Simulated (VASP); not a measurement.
# W in VASP: relaxation of the atoms with LDA

Aim: the relaxation of the atoms of W with LDA.

Everything below comes from runs of VASP 6.6.1. Logs are shortened: lines on timing, memory, paths and dates and some standing lists are left out, and cuts for length are marked.

### Step 1. The cell of the first run

The cell holds a slab with vacuum, 3 atoms: a = 2.716 Å, b = 2.716 Å, c = 18.435 Å, α = 90.00°, β = 90.00°, γ = 109.47°.

### Step 2. Relaxation of the atoms, LDA

File INCAR:

```
  PREC = Accurate
  ENCUT = 520
  EDIFF = 1E-6
  ISMEAR = 0
  SIGMA = 0.1
  LREAL = F
  LASPH = T
  NELM = 100
  ALGO = Normal
  ISIF = 2
  LWAVE = F
  LCHARG = F
  LDIPOL = T
  IDIPOL = 3
  DIPOL = 0.5 0.5 0.500
  IBRION = 2
  NSW = 70
  EDIFFG = -0.03
```

File KPOINTS:

```
regular mesh
0
Gamma
  11 11 1
```

File POSCAR:

```
W
1.0
    2.7159908188      0.0000000000      0.0000000000
   -0.9053302729      2.5606607008      0.0000000000
    0.0000000000      0.0000000000     18.4351944348
W
3
Selective dynamics
Direct
    0.5000000000      0.5000000000      0.3797084986  F F F
    0.0000000000      0.0000000000      0.5000000000  T T T
    0.5000000000      0.5000000000      0.6202915014  T T T
```

Potentials or basis: VASP PAW LDA potentials, release 64 (W_sv).

Started as:

```
$ cat potpaw_LDA.64/W_sv/POTCAR > POTCAR
$ mpirun -np 1 vasp_std > vasp.out
```

OUTCAR:

```text
PREC = Accurate
   ENCUT = 520
   EDIFF = 1E-6
   ISMEAR = 0
   LREAL = F
   LASPH = T
   NELM = 100
   ISIF = 2
   IBRION = 2
   NSW = 70
   EDIFFG = -0.03

 ion  position               nearest neighbor table
   1  0.500  0.500  0.380-   2 2.72   2 2.72   2 3.14   2 3.14
   2  0.000  0.000  0.500-   1 2.72   3 2.72   1 2.72   3 2.72   1 3.14   3 3.14   1 3.14   3 3.14

   3  0.500  0.500  0.620-   2 2.72   2 2.72   2 3.14   2 3.14

  LATTYP: Found a base centered orthorhombic cell.
 ALAT       =     3.1361560607
 B/A-ratio  =     1.4142135624
 C/A-ratio  =     5.8782771259

  Lattice vectors:

 A1 = (   2.7159908188,   0.0000000000,   0.0000000000)
 A2 = (  -0.9053302729,   2.5606607008,   0.0000000000)
 A3 = (   0.0000000000,   0.0000000000,  18.4351944348)

Analysis of symmetry for initial positions (statically):
=====================================================================
 Subroutine PRICEL returns:
 Original cell was already a primitive cell.

 Routine SETGRP: Setting up the symmetry group for a
 base centered orthorhombic supercell.

 Subroutine GETGRP returns: Found  8 space group operations
 (whereof  8 operations were pure point group operations)
 out of a pool of  8 trial point group operations.

The static configuration has the point symmetry D_2h.

Analysis of symmetry for dynamics (positions and initial velocities):
=====================================================================
 Subroutine PRICEL returns:
 Original cell was already a primitive cell.

 Routine SETGRP: Setting up the symmetry group for a
 base centered orthorhombic supercell.

 Subroutine GETGRP returns: Found  8 space group operations
 (whereof  8 operations were pure point group operations)
 out of a pool of  8 trial point group operations.

The dynamic configuration has the point symmetry D_2h.

Analysis of constrained symmetry for selective dynamics:
=====================================================================
 Subroutine PRICEL returns:
 Original cell was already a primitive cell.

 Routine SETGRP: Setting up the symmetry group for a
 base centered orthorhombic supercell.

 Subroutine GETGRP returns: Found  4 space group operations
 (whereof  4 operations were pure point group operations)
 out of a pool of  8 trial point group operations.

The constrained configuration has the point symmetry C_2v.

 Subroutine INISYM returns: Found  4 space group operations
 (whereof  4 operations are pure point group operations),
 and found     1 'primitive' translations

----------------------------------------------------------------------------------------

                                     Primitive cell

  volume of cell :     128.2118

  direct lattice vectors                    reciprocal lattice vectors
     2.715990819  0.000000000  0.000000000     0.368189757  0.130174737  0.000000000
    -0.905330273  2.560660701  0.000000000     0.000000000  0.390524211  0.000000000
     0.000000000  0.000000000 18.435194435     0.000000000  0.000000000  0.054244071

  length of vectors
     2.715990819  2.715990819 18.435194435     0.390524211  0.390524211  0.054244071

  position of ions in fractional coordinates (direct lattice)
     0.500000000  0.500000000  0.379708499
     0.000000000  0.000000000  0.500000000
     0.500000000  0.500000000  0.620291501

  ion indices of the primitive-cell ions
   primitive index   ion index
                 1           1
                 2           2
                 3           3

----------------------------------------------------------------------------------------

 KPOINTS: regular mesh

[... 47 lines left out ...]
 -0.181818  0.181818  0.000000      2.000000
 [... further k-points ...]
   k-points           NKPTS =     36   k-points in BZ     NKDIM =     36   number of bands    NBANDS=     25
   number of dos      NEDOS =    301   number of ions     NIONS =      3
   total plane-waves  NPLWV =  56000
   dimension x,y,z NGX =    20 NGY =   20 NGZ =  140
   dimension x,y,z NGXF=    40 NGYF=   40 NGZF=  280
   ions per type =               3
   NGX,Y,Z   is equivalent  to a cutoff of  12.24, 12.24, 12.62 a.u.
   NGXF,Y,Z  is equivalent  to a cutoff of  24.48, 24.48, 25.25 a.u.
 SYSTEM =  unknown system
   PREC   = accura    normal or accurate (medium, high low for compatibility)
   ISTART =      0    job   : 0-new  1-cont  2-samecut
   ICHARG =      2    charge: 1-file 2-atom 10-const
   ISPIN  =      1    spin polarized calculation?
   LNONCOLLINEAR =      F non collinear calculations
   LSORBIT =      F    spin-orbit coupling
   LASPH  =      T    aspherical Exc in radial PAW
   ENCUT  =  520.0 eV  38.22 Ry    6.18 a.u.   5.05  5.05 34.28*2*pi/ulx,y,z
   NELM   =    100;   NELMIN=  2; NELMDL= -5     # of ELM steps
   EDIFF  = 0.1E-05   stopping-criterion for ELM
   LREAL  =      F    real-space projection
   EDIFFG = -.3E-01   stopping-criterion for IOM
   NSW    =     70    number of steps for IOM
   IBRION =      2    ionic relax: 0-MD 1-quasi-New 2-CG
   NFREE  =      1    steps in history (QN), initial steepest desc. (CG)
   ISIF   =      2    stress and relaxation
   ISYM   =      2    0-nonsym 1-usesym 2-fastsym
   POTIM  = 0.5000    time-step for ionic-motion
   TEBEG  =    0.0;   TEEND  =   0.0 temperature during run
   PSTRESS=    0.0 pullay stress
   NELECT =      42.0000    total number of electrons
   NUPDOWN=      -1.0000    fix difference up-down
   EMIN   =  10.00;   EMAX   =-10.00  energy-range for DOS
   EFERMI =   0.00;   METHOD = LEGACY
   ISMEAR =     0;   SIGMA  =   0.10  broadening in eV -4-tet -1-fermi 0-gaus
   EFERMI_NEDOS =   21; number of points for ismear=-14 and -15
   IALGO  =     38    algorithm
   IMIX   =      4    mixing-type and parameters
     AMIX     =   0.40;   BMIX     =  1.00
     AMIX_MAG =   1.60;   BMIX_MAG =  1.00
  volume/ion in A,a.u.               =      42.74       288.41
  Fermi-wavevector in a.u.,A,eV,Ry     =   1.128536  2.132623 17.328278  1.273592
  Thomas-Fermi vector in A             =   2.265226
   LORBIT       =      0    0 simple, 1 ext, 2 COOP (PROOUT), +10 PAW based schemes
   GGA     = CA    functional components
   LHFCALC =     F    Hartree Fock is set to
   AEXX    =    0.0000 exact exchange contribution
   IVDW    =     0    specifies the selected vdW correction
   LEPSILON=     F    determine dielectric tensor
   LRPA    =     F    only Hartree local field effects (RPA)
 conjugate gradient relaxation of ions
 non-spin polarized calculation
 Gauss-broadening in eV      SIGMA  =   0.10
  energy-cutoff  :      520.00
  volume of cell :      128.21
 maximum number of plane-waves:      3500
   NGX = 11   NGY = 11   NGZ = 69

--------------------------------------- Ionic step        1  -------------------------------------------

 number of electron      42.0000004 magnetization

 Free energy of the ion-electron system (eV)
  ---------------------------------------------------
  ext. energy  EPLUGINS =         0.00000000
  ---------------------------------------------------
  free energy    TOTEN  =       -39.03697624 eV

  energy without entropy =      -39.02473876  energy(sigma->0) =      -39.03085750

------------------------ aborting loop because EDIFF is reached ----------------------------------------

  FORCE on cell =-STRESS in cart. coord.  units (eV):
  Direction    XX          YY          ZZ          XY          YZ          ZX
  --------------------------------------------------------------------------------------
  -------------------------------------------------------------------------------------
  Total       -4.7843648     -5.1640945     -2.9585807     -0.5370189      0.0000000      0.0000000
  in kB      -59.7870066    -64.5322349    -36.9714036     -6.7107661      0.0000000      0.0000000
  external PRESSURE =     -53.7635484 kB  Pullay stress =       0.0000000 kB
[... 100 lines left out ...]
 number of electron      42.0000007 magnetization

------------------------ aborting loop because EDIFF is reached ----------------------------------------

 vacuum level on the upper side and lower side of the slab       (xc-potential included)        -0.049         0.030

  FORCE on cell =-STRESS in cart. coord.  units (eV):
  Direction    XX          YY          ZZ          XY          YZ          ZX
  --------------------------------------------------------------------------------------
  -------------------------------------------------------------------------------------
  Total       -3.7393543     -4.1709364     -0.8619150     -0.6103492      0.0000000      0.0000000
  in kB      -46.7282097    -52.1214024    -10.7707749     -7.6271263      0.0000000      0.0000000
  external PRESSURE =     -36.5401290 kB  Pullay stress =       0.0000000 kB
[... 18 lines left out ...]
  FREE ENERGIE OF THE ION-ELECTRON SYSTEM (eV)
  ---------------------------------------------------
  free  energy   TOTEN  =       -39.0733983167 eV

  energy  without entropy=      -39.0628246119  energy(sigma->0) =      -39.06811146

 dipolmoment           0.000000      0.000000     -0.000160 electrons x Angstroem

--------------------------------------- Ionic step        5  -------------------------------------------

 number of electron      42.0000004 magnetization

 dipolmoment           0.000000      0.000000      0.000042 electrons x Angstroem

 Free energy of the ion-electron system (eV)
  ---------------------------------------------------
  ext. energy  EPLUGINS =         0.00000000
  ---------------------------------------------------
  free energy    TOTEN  =       -39.08100777 eV

  energy without entropy =      -39.07042210  energy(sigma->0) =      -39.07571494

 E-fermi :   0.9832     XC(G=0):  -6.2082

 val. band max:        0.9794600793   @ k =  -0.4545   0.4545   0.0000
 cond. band min:       0.9885410796   @ k =  -0.1818   0.1818   0.0000
 fundamental gap:      0.0090810004
 Fermi energy:         0.9832228286

 k-point     1 :       0.0000    0.0000    0.0000
  band No.  band energies     occupation
      1     -72.6548      2.00000
      2     -72.4779      2.00000
      3     -72.4500      2.00000
      4     -37.7204      2.00000
      5     -37.1306      2.00000
      6     -36.8523      2.00000
[... 661 lines left out ...]
     24       1.1331      0.03401
     25       1.6425      0.00000

 [... further k-points ...]

------------------------ aborting loop because EDIFF is reached ----------------------------------------

 vacuum level on the upper side and lower side of the slab       (xc-potential included)        -0.013        -0.149

  FORCE on cell =-STRESS in cart. coord.  units (eV):
  Direction    XX          YY          ZZ          XY          YZ          ZX
  --------------------------------------------------------------------------------------
  -------------------------------------------------------------------------------------
  Total       -3.3289174     -3.7700149     -0.0012823     -0.6238061      0.0000000      0.0000000
  in kB      -41.5992543    -47.1113553     -0.0160241     -7.7952879      0.0000000      0.0000000
  external PRESSURE =     -29.5755446 kB  Pullay stress =       0.0000000 kB
[... 18 lines left out ...]
  FREE ENERGIE OF THE ION-ELECTRON SYSTEM (eV)
  ---------------------------------------------------
  free  energy   TOTEN  =       -39.0810077742 eV

  energy  without entropy=      -39.0704221030  energy(sigma->0) =      -39.07571494

 reached required accuracy - stopping structural energy minimisation

 vacuum level on the upper side and lower side of the slab         6.103         6.029
```

It took 6 min on 1 thread of Intel Xeon Platinum 8124M at 3.00GHz (Skylake/Cascade Lake), shared host; peak memory 0.24 GiB.

Results:

| Item | Value |
| --- | --- |
| Free energy | -39.0810 eV |
| Energy gained by relaxing | 14.7 meV/atom |
| Ionic steps | 5 |
| Band gap on the k mesh | zero (bands 21 and 22 overlap by 1.99 eV) |

The path:
```
step  energy change (eV)  largest force on free atoms (eV/Å)  pressure (GPa)
   1              0.0000                              0.6598           -5.38
   2             -0.0167                              0.3846           -4.81
   3             -0.0245                              0.5906           -4.04
   4             -0.0364                              0.3791           -3.65
   5             -0.0440                              0.0082           -2.96
```

Final structure:
```xyz
3
Lattice="2.7160 0.0000 0.0000 -0.9053 2.5607 0.0000 0.0000 0.0000 18.4352" Properties=species:S:1:pos:R:3 pbc="T T T"
W     0.9053    1.2803    7.0000
W     0.0000    0.0000    9.1523
W     0.9053    1.2803   11.3055
```

Levels at points of the mesh, in eV from the Fermi level:
```tsv
k point	band 18	band 19	band 20	band 21	band 22	band 23	band 24	band 25
(0.00, 0.00, 0.00)	-1.56	-1.36	-1.14	-0.62	-0.58	0.91	1.84	2.12
```

Caveat: spin-orbit coupling is left out, which moves the levels of the heavy elements.
